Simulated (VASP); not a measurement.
La:

```
CELL_PARAMETERS angstrom
3.75424 0.00000 0.00000
-1.87712 3.25126 0.00000
0.00000 0.00000 6.13067
ATOMIC_POSITIONS crystal
La 0.33333 0.66667 0.25000
La 0.66667 0.33333 0.75000
```

```yaml
Program: VASP 6.6.1
Task: relaxation of cell and atoms
Functional: PBEsol
Potentials_or_basis: VASP PAW PBE potentials, release 64 (La)
Cutoff: 600 eV
k_mesh: 10 × 10 × 5
Occupations: fermi-dirac, width 0.1 eV
Spin: no spin polarisation
```

At the start: pressure -1.8 GPa; volume 37.42 Å³/atom.

Question: How do energy, volume and symmetry change on relaxing?

Answer: Over 8 steps the energy falls by 15.4 meV/atom and the volume is 34.73 Å³/atom (-7.2 %); space group P6_3/mmc (No. 194, to 0.1 Å) before and after.

The path:
```csv
step,energy change (eV),largest force (eV/Å),pressure (GPa),volume (Å³)
1,0.0000,0.0000,-1.79,74.83
2,-0.0299,0.0000,-0.31,70.39
3,-0.0306,0.0000,-0.02,69.61
4,-0.0306,0.0000,0.02,69.51
5,-0.0307,0.0000,0.02,69.49
6,-0.0308,0.0000,0.02,69.47
7,-0.0308,0.0000,0.03,69.42
8,-0.0308,0.0000,0.03,69.45
```

Final structure:
```xyz
2
Lattice="3.6586 0.0000 0.0000 -1.8293 3.1684 0.0000 0.0000 0.0000 5.9914" Properties=species:S:1:pos:R:3 pbc="T T T"
La    0.0000    2.1123    1.4979
La    1.8293    1.0561    4.4936
```

Caveat: the PAW data sets were made with another functional, which shifts forces and pressure a little.
